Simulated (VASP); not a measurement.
# Te2Mo in VASP: notebook

Aim: see how the results for Te2Mo move with the level of theory and the settings. Levels: r2SCAN, PBE+U, LDA, BLYP. Tasks: single point.

All numbers are computed with VASP 6.6.1; they aren't measurements. Logs are shortened: lines on timing, memory, paths and dates and some standing lists are left out, and cuts for length are marked.

**1. The cell of the first run**

The cell holds a slab with vacuum, 6 atoms: a = 6.445 Å, b = 3.526 Å, c = 36.652 Å, α = 90.00°, β = 90.14°, γ = 90.00°.

**2. Single point, r2SCAN**

POSCAR

```
Te2Mo
1.0
    6.4453239976      0.0000000000      0.0000000000
    0.0000000000      3.5262030893      0.0000000000
   -0.0868695265      0.0000000000     36.6519436197
Te Mo
4 2
Direct
    0.4292511000      0.7500000000      0.5407035800
    0.5707489000      0.2500000000      0.4592964200
    0.9208478700      0.2500000000      0.5565273200
    0.0791521300      0.7500000000      0.4434726800
    0.1813475600      0.2500000000      0.4974653700
    0.8186524400      0.7500000000      0.5025346300
```

INCAR.step1

```
PREC = Accurate ; ENCUT = 520
ISMEAR = -1 ; SIGMA = 0.05
LREAL = F ; LASPH = T
NELM = 100 ; NBANDS = 35
GGA = PE ; ALGO = Normal
EDIFF = 1E-4 ; LWAVE = T
LCHARG = F
```

INCAR.step2

```
PREC = Accurate ; ENCUT = 520
EDIFF = 1E-6 ; ISMEAR = -1
SIGMA = 0.05 ; LREAL = F
LASPH = T ; NELM = 100
ALGO = Normal ; ISIF = 2
LWAVE = F ; LCHARG = F
METAGGA = R2SCAN ; LMIXTAU = T
NBANDS = 35 ; ISTART = 1
```

KPOINTS

```
Automatic mesh
0
Gamma
  4 8 1
```

Potentials or basis: VASP PAW PBE potentials, release 64 (Te, Mo_sv).

Command:

```console
> cat potpaw_PBE.64/Te/POTCAR potpaw_PBE.64/Mo_sv/POTCAR > POTCAR
> cp INCAR.step1 INCAR
> mpirun -np 1 vasp_std > vasp.out
> cp INCAR.step2 INCAR
> mpirun -np 1 vasp_std > vasp.out
```

OUTCAR:

```text
PREC = Accurate
   ENCUT = 520
   EDIFF = 1E-6
   ISMEAR = -1
   LREAL = F
   LASPH = T
   NELM = 100
   ISIF = 2
   METAGGA = R2SCAN
   ISTART = 1

 ion  position               nearest neighbor table
   1  0.429  0.750  0.541-   5 2.86   5 2.86   6 2.88   2 3.59   2 3.59   3 3.67   3 3.67
   2  0.571  0.250  0.459-   6 2.86   6 2.86   5 2.88   1 3.59   1 3.59   4 3.67   4 3.67
   3  0.921  0.250  0.557-   6 2.73   6 2.73   5 2.74   1 3.67   1 3.67
   4  0.079  0.750  0.443-   5 2.73   5 2.73   6 2.74   2 3.67   2 3.67
   5  0.181  0.250  0.497-   4 2.73   4 2.73   3 2.74   1 2.86   1 2.86   2 2.88   6 2.93   6 2.93

   6  0.819  0.750  0.503-   3 2.73   3 2.73   4 2.74   2 2.86   2 2.86   1 2.88   5 2.93   5 2.93

  LATTYP: Found a simple monoclinic cell.
 ALAT       =     6.4453239976
 B/A-ratio  =     0.5470947761
 C/A-ratio  =     5.6866104138
 COS(beta)  =    -0.0023701139

  Lattice vectors:

 A1 = (   6.4453239976,   0.0000000000,   0.0000000000)
 A2 = (   0.0000000000,   3.5262030893,   0.0000000000)
 A3 = (  -0.0868695265,   0.0000000000,  36.6519436197)

Analysis of symmetry for initial positions (statically):
=====================================================================
 Subroutine PRICEL returns:
 Original cell was already a primitive cell.

 Routine SETGRP: Setting up the symmetry group for a
 simple monoclinic supercell.

 Subroutine GETGRP returns: Found  4 space group operations
 (whereof  2 operations were pure point group operations)
 out of a pool of  4 trial point group operations.

The static configuration has the point symmetry S_2 .
 The point group associated with its full space group is C_2h.

Analysis of symmetry for dynamics (positions and initial velocities):
=====================================================================
 Subroutine PRICEL returns:
 Original cell was already a primitive cell.

 Routine SETGRP: Setting up the symmetry group for a
 simple monoclinic supercell.

 Subroutine GETGRP returns: Found  4 space group operations
 (whereof  2 operations were pure point group operations)
 out of a pool of  4 trial point group operations.

The dynamic configuration has the point symmetry S_2 .
 The point group associated with its full space group is C_2h.

 Subroutine INISYM returns: Found  4 space group operations
 (whereof  2 operations are pure point group operations),
 and found     1 'primitive' translations

----------------------------------------------------------------------------------------

                                     Primitive cell

  volume of cell :     833.0078

  direct lattice vectors                    reciprocal lattice vectors
     6.445323998  0.000000000  0.000000000     0.155151238  0.000000000  0.000367727
     0.000000000  3.526203089  0.000000000     0.000000000  0.283591153  0.000000000
    -0.086869527  0.000000000 36.651943620     0.000000000  0.000000000  0.027283683

  length of vectors
     6.445323998  3.526203089 36.652046565     0.155151674  0.283591153  0.027283683

  position of ions in fractional coordinates (direct lattice)
     0.429251100  0.750000000  0.540703580
     0.570748900  0.250000000  0.459296420
     0.920847870  0.250000000  0.556527320
     0.079152130  0.750000000  0.443472680
     0.181347560  0.250000000  0.497465370
     0.818652440  0.750000000  0.502534630

  ion indices of the primitive-cell ions
   primitive index   ion index
                 1           1
                 2           2
                 3           3
                 4           4
                 5           5
                 6           6

----------------------------------------------------------------------------------------

 KPOINTS: Automatic mesh

Automatic generation of k-mesh.
 Grid dimensions read from file:
 generate k-points for:    4    8    1

 Generating k-lattice:

  Cartesian coordinates                     Fractional coordinates (reciprocal lattice)
     0.038787810  0.000000000  0.000091932     0.250000000  0.000000000 -0.000000000
     0.000000000  0.035448894  0.000000000     0.000000000  0.125000000  0.000000000
     0.000000000  0.000000000  0.027283683     0.000000000  0.000000000  1.000000000

  Length of vectors
     0.038787919  0.035448894  0.027283683

  Shift w.r.t. Gamma in fractional coordinates (k-lattice)
     0.000000000  0.000000000  0.000000000

 Subroutine IBZKPT returns following result:
 ===========================================

 Found     15 irreducible k-points:

 Following reciprocal coordinates:
            Coordinates               Weight
  0.000000  0.000000  0.000000      1.000000
  0.250000  0.000000 -0.000000      2.000000
  0.500000  0.000000 -0.000000      1.000000
  0.000000  0.125000  0.000000      2.000000
  0.250000  0.125000 -0.000000      4.000000
  0.500000  0.125000 -0.000000      2.000000
  0.000000  0.250000  0.000000      2.000000
  0.250000  0.250000 -0.000000      4.000000
  0.500000  0.250000 -0.000000      2.000000
  0.000000  0.375000  0.000000      2.000000
  0.250000  0.375000 -0.000000      4.000000
  0.500000  0.375000 -0.000000      2.000000
  0.000000  0.500000  0.000000      1.000000
  0.250000  0.500000 -0.000000      2.000000
  0.500000  0.500000 -0.000000      1.000000
   k-points           NKPTS =     15   k-points in BZ     NKDIM =     15   number of bands    NBANDS=     35
   number of dos      NEDOS =    301   number of ions     NIONS =      6
   total plane-waves  NPLWV = 376320
   dimension x,y,z NGX =    48 NGY =   28 NGZ =  280
   dimension x,y,z NGXF=    96 NGYF=   56 NGZF=  560
   ions per type =               4   2
   NGX,Y,Z   is equivalent  to a cutoff of  12.38, 13.20, 12.70 a.u.
   NGXF,Y,Z  is equivalent  to a cutoff of  24.76, 26.40, 25.40 a.u.
 SYSTEM =  unknown system
   PREC   = accura    normal or accurate (medium, high low for compatibility)
   ISTART =      1    job   : 0-new  1-cont  2-samecut
   ICHARG =      0    charge: 1-file 2-atom 10-const
   ISPIN  =      1    spin polarized calculation?
   LNONCOLLINEAR =      F non collinear calculations
   LSORBIT =      F    spin-orbit coupling
   LASPH  =      T    aspherical Exc in radial PAW
   ENCUT  =  520.0 eV  38.22 Ry    6.18 a.u.  11.98  6.56 68.15*2*pi/ulx,y,z
   NELM   =    100;   NELMIN=  2; NELMDL=  0     # of ELM steps
   EDIFF  = 0.1E-05   stopping-criterion for ELM
   LREAL  =      F    real-space projection
   EDIFFG = 0.1E-04   stopping-criterion for IOM
   NSW    =      0    number of steps for IOM
   IBRION =     -1    ionic relax: 0-MD 1-quasi-New 2-CG
   NFREE  =      0    steps in history (QN), initial steepest desc. (CG)
   ISIF   =      2    stress and relaxation
   ISYM   =      2    0-nonsym 1-usesym 2-fastsym
   POTIM  = 0.5000    time-step for ionic-motion
   TEBEG  =    0.0;   TEEND  =   0.0 temperature during run
   PSTRESS=    0.0 pullay stress
   NELECT =      52.0000    total number of electrons
   NUPDOWN=      -1.0000    fix difference up-down
   EMIN   =  10.00;   EMAX   =-10.00  energy-range for DOS
   EFERMI =   0.00;   METHOD = LEGACY
   ISMEAR =    -1;   SIGMA  =   0.05  broadening in eV -4-tet -1-fermi 0-gaus
   EFERMI_NEDOS =   21; number of points for ismear=-14 and -15
   IALGO  =     38    algorithm
   IMIX   =      4    mixing-type and parameters
     AMIX     =   0.40;   BMIX     =  1.00
     AMIX_MAG =   1.60;   BMIX_MAG =  1.00
  volume/ion in A,a.u.               =     138.83       936.90
  Fermi-wavevector in a.u.,A,eV,Ry     =   0.649421  1.227228  5.738223  0.421747
  Thomas-Fermi vector in A             =   1.718371
   LORBIT       =      0    0 simple, 1 ext, 2 COOP (PROOUT), +10 PAW based schemes
   METAGGA = R2SCAN    functional components
   LHFCALC =     F    Hartree Fock is set to
   AEXX    =    0.0000 exact exchange contribution
   IVDW    =     0    specifies the selected vdW correction
   LEPSILON=     F    determine dielectric tensor
   LRPA    =     F    only Hartree local field effects (RPA)
 non-spin polarized calculation
  energy-cutoff  :      520.00
  volume of cell :      833.01
 maximum number of plane-waves:     22498
 NGX is ok and might be reduce to    48
   NGX = 23   NGY = 13   NGZ =137

 number of electron      52.0000002 magnetization

 Free energy of the ion-electron system (eV)
  ---------------------------------------------------
  ext. energy  EPLUGINS =         0.00000000
  ---------------------------------------------------
  free energy    TOTEN  =      -155.41719040 eV

  energy without entropy =     -155.41011003  energy(sigma->0) =     -155.41365021

 E-fermi :  -2.4574     XC(G=0):  -2.2661

 val. band max:       -2.6249049907   @ k =   0.0000   0.1250   0.0000
 cond. band min:      -2.4513231666   @ k =   0.0000   0.1250   0.0000
 fundamental gap:      0.1735818240
 Fermi energy:        -2.4574412025

 k-point     1 :       0.0000    0.0000    0.0000
  band No.  band energies     occupation
      1     -65.4947      2.00000
      2     -65.4400      2.00000
      3     -38.9925      2.00000
      4     -38.9492      2.00000
      5     -38.8878      2.00000
      6     -38.7930      2.00000
[... 27 lines left out ...]
     34       0.9091      0.00000
     35       1.9887      0.00000

 k-point     2 :       0.2500    0.0000   -0.0000
  band No.  band energies     occupation
      1     -65.4946      2.00000
      2     -65.4401      2.00000
      3     -38.9893      2.00000
      4     -38.9489      2.00000
      5     -38.8880      2.00000
      6     -38.7933      2.00000
[... 27 lines left out ...]
     34       1.0704      0.00000
     35       2.1675      0.00000

 k-point     3 :       0.5000    0.0000   -0.0000
  band No.  band energies     occupation
      1     -65.4945      2.00000
      2     -65.4402      2.00000
      3     -38.9861      2.00000
      4     -38.9486      2.00000
      5     -38.8883      2.00000
      6     -38.7937      2.00000
[... 27 lines left out ...]
     34       1.1617      0.00000
     35       2.5224      0.00000
[... 381 lines left out ...]
 k-point    14 :       0.2500    0.5000   -0.0000
  band No.  band energies     occupation
      1     -65.4622      2.00000
      2     -65.4622      2.00000
      3     -39.0461      2.00000
      4     -39.0461      2.00000
      5     -38.8440      2.00000
      6     -38.8440      2.00000
[... 27 lines left out ...]
     34       1.0744      0.00000
     35       2.8522      0.00000

 k-point    15 :       0.5000    0.5000   -0.0000
  band No.  band energies     occupation
      1     -65.4622      2.00000
      2     -65.4622      2.00000
      3     -39.0475      2.00000
      4     -39.0475      2.00000
      5     -38.8436      2.00000
      6     -38.8436      2.00000
[... 27 lines left out ...]
     34       0.9688      0.00000
     35       2.3551      0.00000

------------------------ aborting loop because EDIFF is reached ----------------------------------------

  FORCE on cell =-STRESS in cart. coord.  units (eV):
  Direction    XX          YY          ZZ          XY          YZ          ZX
  --------------------------------------------------------------------------------------
  -------------------------------------------------------------------------------------
  Total       -3.5434754     -3.3376672     -3.4020718      0.0000000      0.0000000     -0.0821001
  in kB       -6.8153932     -6.4195491     -6.5434226      0.0000000      0.0000000     -0.1579085
  external PRESSURE =      -6.5927883 kB  Pullay stress =       0.0000000 kB

 VOLUME and BASIS-vectors are now :
 -----------------------------------------------------------------------------
  energy-cutoff  :      520.00
  volume of cell :      833.01
      direct lattice vectors                 reciprocal lattice vectors
     6.445323998  0.000000000  0.000000000     0.155151238  0.000000000  0.000367727
     0.000000000  3.526203089  0.000000000     0.000000000  0.283591153  0.000000000
    -0.086869527  0.000000000 36.651943620     0.000000000  0.000000000  0.027283683

 POSITION                                       TOTAL-FORCE (eV/Angst)
 -----------------------------------------------------------------------------------
      2.71969      2.64465     19.81784        -0.034714      0.000000     -0.330692
      3.63876      0.88155     16.83411         0.034714      0.000000      0.330692
      5.88682      0.88155     20.39781        -0.000700      0.000000     -0.578696
      0.47164      2.64465     16.25414         0.000700      0.000000      0.578696
      1.12563      0.88155     18.23307        -0.132278      0.000000     -0.028372
      5.23283      2.64465     18.41887         0.132278      0.000000      0.028372
 -----------------------------------------------------------------------------------
    total drift:                                0.000000     -0.000000     -0.000000

  FREE ENERGIE OF THE ION-ELECTRON SYSTEM (eV)
  ---------------------------------------------------
  free  energy   TOTEN  =      -155.4171904007 eV

  energy  without entropy=     -155.4101100283  energy(sigma->0) =     -155.41365021
```

It took 33 min on 1 thread of Intel Xeon 6975P-C (Granite Rapids), shared host; peak memory 1.1 GiB.

What came out:

```
Free energy            : -155.4172 eV
Largest force          : 0.579 eV/Å
Band gap on the k mesh : zero (bands 26 and 27 overlap by 0.10 eV)
```

Forces in eV/Å, atoms in the order of the input:
```
Te  -0.035  0.000 -0.331
Te   0.035  0.000  0.331
Te  -0.001  0.000 -0.579
Te   0.001  0.000  0.579
Mo  -0.132  0.000 -0.028
Mo   0.132  0.000  0.028
```

Caveat: there is no dipole correction, which matters where the two faces differ; the PAW data sets were made with another functional, which shifts forces and pressure a little; spin-orbit coupling is left out, which moves the levels of the heavy elements.

[end of part 1 of 3]

The gap in the log of VASP goes by the Fermi energy; the results here count the filled bands.